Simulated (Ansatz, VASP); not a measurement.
## One calculation of SnO2, two programs

File INCAR:

```
PREC     = Accurate       # precision mode
ENCUT    = 520            # plane-wave cutoff, eV
EDIFF    = 1E-6           # SCF threshold, eV
ISMEAR   = -1             # smearing method
SIGMA    = 0.01           # smearing width, eV
LREAL    = F              # projectors in reciprocal space
LASPH    = T              # aspherical terms in the spheres
NELM     = 60             # most SCF steps
ALGO     = Normal         # electronic algorithm
ISIF     = 2              # what is computed and relaxed
LWAVE    = F              # write WAVECAR
LCHARG   = F              # write CHGCAR
GGA      = PS             # functional
NBANDS   = 35             # bands
```

KPOINTS

```
regular mesh
0
Gamma
  6 6 6
```

Contents of POSCAR:

```
SnO2
1.0
   -2.0000690000      2.0000690000      5.1236790000
    2.0000690000     -2.0000690000      5.1236790000
    2.0000690000      2.0000690000     -5.1236790000
Sn O
2 4
Direct
    0.7500000000      0.2500000000      0.5000000000
    0.0000000000      0.0000000000      0.0000000000
    0.7965230000      0.7965230000      0.0000000000
    0.9534770000      0.4534770000      0.5000000000
    0.2034770000      0.2034770000      0.0000000000
    0.5465230000      0.0465230000      0.5000000000
```

Input for Ansatz:

```yaml
crystal:
  lattice:
    - [-2.000069, 2.000069, 5.123679]
    - [2.000069, -2.000069, 5.123679]
    - [2.000069, 2.000069, -5.123679]
  atoms:
    - { symbol: Sn, position: [0.75, 0.25, 0.5] }
    - { symbol: Sn, position: [0.0, 0.0, 0.0] }
    - { symbol: O, position: [0.796523, 0.796523, 0.0] }
    - { symbol: O, position: [0.953477, 0.45347699999999996, 0.5] }
    - { symbol: O, position: [0.203477, 0.203477, 0.0] }
    - { symbol: O, position: [0.546523, 0.04652300000000002, 0.5] }
kpoints:
  mp_grid:
    grid: [6, 6, 6]
hamiltonian:
  xc: pbesol
scf:
  occupations:
    method: fermi_dirac
    width: 0.01
output:
  forces: true
  stress: true
```

Alike in both runs: task single point; functional PBEsol; k mesh 6 × 6 × 6; occupations fermi-dirac, width 0.01 eV; no spin polarisation.

```csv
,VASP,Ansatz
version,VASP 6.6.1,Ansatz 0.2.0
potentials or method,"VASP PAW PBE potentials, release 64 (Sn_d, O)","plane waves, PAW"
plane-wave cutoff (eV),520,420
valence electrons in the cell,52,52
```

Ansatz gave:

```
pressure (GPa)                                                : 0.7
traceless stress, the component that is largest in VASP (GPa) : -0.75
rms of the force components (eV/Å)                            : 0.038
```

Problem. Estimate VASP's values.

Solution. Pressure (GPa): 1.3; traceless stress, the component that is largest in VASP (GPa): -0.59; rms of the force components (eV/Å): 0.026.

VASP's potentials were made for PBE, not for PBEsol. Atom by atom the forces differ by 0.011 eV/Å (rms over components).
